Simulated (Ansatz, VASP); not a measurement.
# Two plane-wave programs on ScPt

```
CELL_PARAMETERS angstrom
3.27000 0.00000 0.00000
0.00000 3.27000 0.00000
0.00000 0.00000 3.27000
ATOMIC_POSITIONS crystal
Sc 0.50000 0.50000 0.50000
Pt 0.00000 0.00000 0.00000
```

Alike in both runs: task relaxation of cell and atoms; functional LDA; k mesh 14 × 14 × 14; occupations gaussian, width 0.1 eV; no spin polarisation.

|  | VASP | Ansatz |
| --- | --- | --- |
| version | VASP 6.6.1 | Ansatz 0.2.0 |
| potentials or method | VASP PAW LDA potentials, release 64 (Sc_sv, Pt), cutoff 600 eV | scalar-relativistic, plane waves, PAW |
| valence electrons in the cell | 21 | 29 |

Ansatz gave:

```
gap on the k mesh at the Fermi level, each at its own relaxed structure (eV) : none
relaxed volume (Å³/atom)                                                     : 16.83
relaxed cell length with the largest relative difference (Å)                 : 3.229
```

Estimate VASP's values.

gap on the k mesh at the Fermi level, each at its own relaxed structure (eV): none; relaxed volume (Å³/atom): 16.93; relaxed cell length with the largest relative difference (Å): 3.235.

LDA's correlation is that of Perdew and Zunger in VASP and of Perdew and Wang (1992) in Ansatz. A gap of «none» marks a metal or a gap that the smearing closes. VASP's potentials hold 21 valence electrons a cell and Ansatz's 29, so a difference there can come from the potentials and not from the codes.

Neither program's run includes spin-orbit coupling.
